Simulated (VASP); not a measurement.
# InGa3P2 (P4mm) in VASP: a series of runs, part 2 of 2

VASP 6.6.1. Earlier steps stand in the parts before.

**4. Relaxation of cell and atoms, PBE**

File INCAR:

```
PREC = Accurate
ENCUT = 600
EDIFF = 1E-6
ISMEAR = 0
SIGMA = 0.1
LREAL = F
LASPH = T
NELM = 100
ALGO = Normal
ISIF = 3
LWAVE = F
LCHARG = F
GGA = PE
IBRION = 2
NSW = 90
EDIFFG = -0.04
```

File KPOINTS:

```
regular mesh
0
Gamma
  4 4 4
```

File POSCAR:

```
InGa3P2
1.0
    4.2564840900      0.0000000000      0.0000000000
    0.0000000000      4.2564840900      0.0000000000
    0.0000000000      0.0000000000      7.2926049300
In Ga P
1 3 2
Direct
    0.0000000000      0.0000000000      0.5448900400
    0.0000000000      0.5000000000      0.9658646900
    0.5000000000      0.0000000000      0.9658646900
    0.0000000000      0.0000000000      0.1409716100
    0.5000000000      0.5000000000      0.2278785100
    0.5000000000      0.5000000000      0.9197550200
```

Started as:

```bash
cat potpaw_PBE.64/In_d/POTCAR potpaw_PBE.64/Ga_d/POTCAR potpaw_PBE.64/P/POTCAR > POTCAR
mpirun -np 1 vasp_std > vasp.out
```

Run time: 1.5 h. Hardware: 1 thread of Intel Xeon 8259CL, shared host; peak memory 0.35 GiB.

It converged, with:

```yaml
Free_energy: -21.0525 eV
Relaxed_volume: 22.65 Å³/atom
Relaxed_cell: a = 4.876 Å, b = 4.876 Å, c = 5.715 Å, α = 90.00°, β = 90.00°, γ = 90.00°
Space_group_after_relaxing_to_0.1_Å: P4mm (No. 99)
Energy_gained_by_relaxing: 639.0 meV/atom
Ionic_steps: 41
Pressure_after_relaxing: 0.1 GPa
Largest_force_after_relaxing: 0.038 eV/Å
Band_gap_on_the_k_mesh: zero (bands 31 and 32 overlap by 2.03 eV)
```

Forces in eV/Å, atoms in the order of the input:
```
In   0.000  0.000 -0.032
Ga   0.000  0.000  0.019
Ga   0.000  0.000  0.019
Ga   0.000  0.000 -0.038
P    0.000  0.000  0.035
P    0.000  0.000 -0.003
```

Stress tensor (GPa, compression positive):
```
0.02 0.00 0.00
0.00 0.02 0.00
0.00 0.00 0.16
```

The path:
```tsv
step	energy change (eV)	largest force (eV/Å)	pressure (GPa)	volume (Å³)
1	0.0000	2.5496	16.74	132.12
3	-2.5153	1.1451	-1.28	171.55
5	-2.6788	1.3680	-0.48	168.87
7	-2.7926	1.0770	-0.46	165.23
9	-3.2314	1.5515	4.79	129.03
11	-3.3626	0.4158	3.04	127.73
13	-3.4442	0.5098	1.04	133.27
15	-3.4654	0.5700	-0.41	138.25
17	-3.5084	0.3732	-0.18	139.12
19	-3.5210	0.7627	0.20	139.93
21	-3.5747	0.7438	-0.29	141.54
23	-3.6069	0.7182	-0.73	143.33
25	-3.6737	0.5121	-0.42	143.08
27	-3.7319	0.4542	0.02	143.50
29	-3.7622	0.2520	-0.72	144.06
31	-3.7900	0.2509	-1.29	142.71
33	-3.8222	0.3895	-0.35	137.39
35	-3.8325	0.1542	-0.02	135.75
37	-3.8327	0.1129	0.16	135.47
39	-3.8333	0.0853	0.13	135.62
41	-3.8338	0.0384	0.07	135.91
```

Final structure:
```
In Ga P
1.0
     4.87644    0.00000    0.00000
     0.00000    4.87644    0.00000
     0.00000    0.00000    5.71548
In Ga P
1 3 2
Direct
  0.00000 0.00000 0.67332
  0.00000 0.50000 0.98499
  0.50000 0.00000 0.98499
  0.00000 0.00000 0.19870
  0.50000 0.50000 0.15613
  0.50000 0.50000 0.76710
```

Levels at points of the mesh, in eV from the Fermi level:
| k point | band 28 | band 29 | band 30 | band 31 | band 32 | band 33 | band 34 | band 35 |
| --- | --- | --- | --- | --- | --- | --- | --- | --- |
| (0.00, 0.00, 0.00) | -2.62 | -2.04 | -0.34 | -0.34 | 0.25 | 0.25 | 1.75 | 2.12 |
| (0.50, 0.00, 0.00) | -3.80 | -1.85 | -1.68 | 0.13 | 0.86 | 0.92 | 1.92 | 2.72 |
| (0.50, 0.50, 0.00) | -2.39 | -2.39 | -2.20 | 1.46 | 1.46 | 1.67 | 1.67 | 3.58 |
| (0.00, 0.00, 0.50) | -2.18 | -1.08 | -1.08 | 0.65 | 0.65 | 0.89 | 0.99 | 1.51 |
| (0.50, 0.00, 0.50) | -2.06 | -1.27 | -0.84 | -0.36 | -0.25 | 1.55 | 1.91 | 1.94 |
| (0.50, 0.50, 0.50) | -3.19 | -1.98 | 1.66 | 1.66 | 2.34 | 3.48 | 3.62 | 3.62 |

Caveat: the k points lie up to 0.32 Å⁻¹ apart in the final cell, too coarse for converged energies and pressures of a metal; a cell axis changed by over 15 % at a fixed basis, so the end point is rough; spin-orbit coupling is left out, which moves the levels of the heavy elements.

**5. Single point, PBE**

This run uses another cell than the first one, of 23.05 Å³/atom.

File INCAR:

```
SYSTEM = InGa3P2
PREC = Accurate
ENCUT = 520
EDIFF = 1E-6
ISMEAR = 0
SIGMA = 0.1
LREAL = .FALSE.
LASPH = .TRUE.
NELM = 80
ALGO = Normal
ISIF = 2
LWAVE = .FALSE.
LCHARG = .TRUE.
GGA = PE
LELF = .TRUE.
LVHAR = .TRUE.
NBANDS = 40
```

File KPOINTS:

```
regular mesh
0
G
  8 8 8
  0 0 0
```

File POSCAR:

```
InGa3P2
1.0
    4.7997054496      0.0000000000      0.0000000000
    0.0000000000      4.7997054496      0.0000000000
    0.0000000000      0.0000000000      6.0044897349
In Ga P
1 3 2
Direct
    0.0000000000      0.0000000000      0.6650750822
    0.0000000000      0.5000000000      0.9803645721
    0.5000000000      0.0000000000      0.9803645721
    0.0000000000      0.0000000000      0.2051813661
    0.5000000000      0.5000000000      0.1561034050
    0.5000000000      0.5000000000      0.7781355624
```

Started as:

```bash
cat potpaw_PBE.64/In_d/POTCAR potpaw_PBE.64/Ga_d/POTCAR potpaw_PBE.64/P/POTCAR > POTCAR
mpirun -np 1 vasp_std > vasp.out
```

Wall time 12 min (1 thread of Intel Xeon 8259CL, shared host); peak memory 0.48 GiB.

Results (log left out):

```
Free energy            : -20.8659 eV
Pressure               : 0.0 GPa
Largest force          : 0.039 eV/Å
Band gap on the k mesh : zero (bands 31 and 32 overlap by 2.26 eV)
```

Forces on the atoms (eV/Å):
```
In   0.000  0.000 -0.001
Ga   0.000  0.000 -0.003
Ga   0.000  0.000 -0.003
Ga   0.000  0.000  0.007
P    0.000  0.000 -0.039
P    0.000  0.000  0.039
```

Stress tensor (GPa, compression positive):
```
-0.01  0.00  0.00
 0.00 -0.01  0.00
 0.00  0.00 -0.10
```

Levels at points of the mesh, in eV from the Fermi level:
```
           k point  band 28  band 29  band 30  band 31  band 32  band 33  band 34  band 35
(0.00, 0.00, 0.00)    -3.02    -2.17    -0.89    -0.89     0.40     0.40     1.70     2.14
(0.50, 0.00, 0.00)    -4.08    -1.80    -1.61    -0.42     0.49     0.51     1.91     2.55
(0.50, 0.50, 0.00)    -2.98    -2.89    -2.36     1.18     1.18     1.55     1.55     3.61
(0.00, 0.00, 0.50)    -2.98    -1.42    -1.42     0.15     0.78     0.78     0.93     1.26
(0.50, 0.00, 0.50)    -2.82    -1.27    -1.24    -0.74    -0.40     1.31     1.45     1.64
(0.50, 0.50, 0.50)    -3.58    -2.71     1.66     1.66     1.81     2.59     3.16     3.30
```

Caveat: spin-orbit coupling is left out, which moves the levels of the heavy elements.

**6. The runs side by side**

| task | cell | k mesh | cutoff (eV) | gap on the mesh (eV) | pressure (GPa) | largest force (eV/Å) |
| --- | --- | --- | --- | --- | --- | --- |
| single point | a = 4.256, b = 4.256, c = 7.293 Å, 6 atoms, atomic positions A | 4 × 4 × 4 | 520 | none | 16.8 | 2.55 |
| single point | a = 4.870, b = 4.870, c = 5.721 Å, 6 atoms, atomic positions B | 4 × 4 × 4 | 520 | none | 0.1 | 0.05 |
| relaxation of cell and atoms | relaxed from a = 4.256, b = 4.256, c = 7.293 Å, 6 atoms, atomic positions A | 4 × 4 × 4 | 600 | none | 0.1 | 0.04 |
| single point | a = 4.800, b = 4.800, c = 6.004 Å, 6 atoms, atomic positions C | 8 × 8 × 8 | 520 | none | 0.0 | 0.04 |

Alike in all rows: level PBE; potentials or basis VASP PAW PBE potentials, release 64 (In_d, Ga_d, P); no spin polarisation; smearing gaussian 0.1 eV.

Caveats: some runs use coarse meshes; spin-orbit coupling is left out, which moves the levels of the heavy elements; forces of over 1 eV/Å act on the atoms, so gaps and moduli don't describe the material at rest (at least some runs); a cell axis changed by over 15 % at a fixed basis, so the end point is rough (at least some runs).

Total energies depend on the potentials used, so only differences within one code and one set of settings carry meaning.
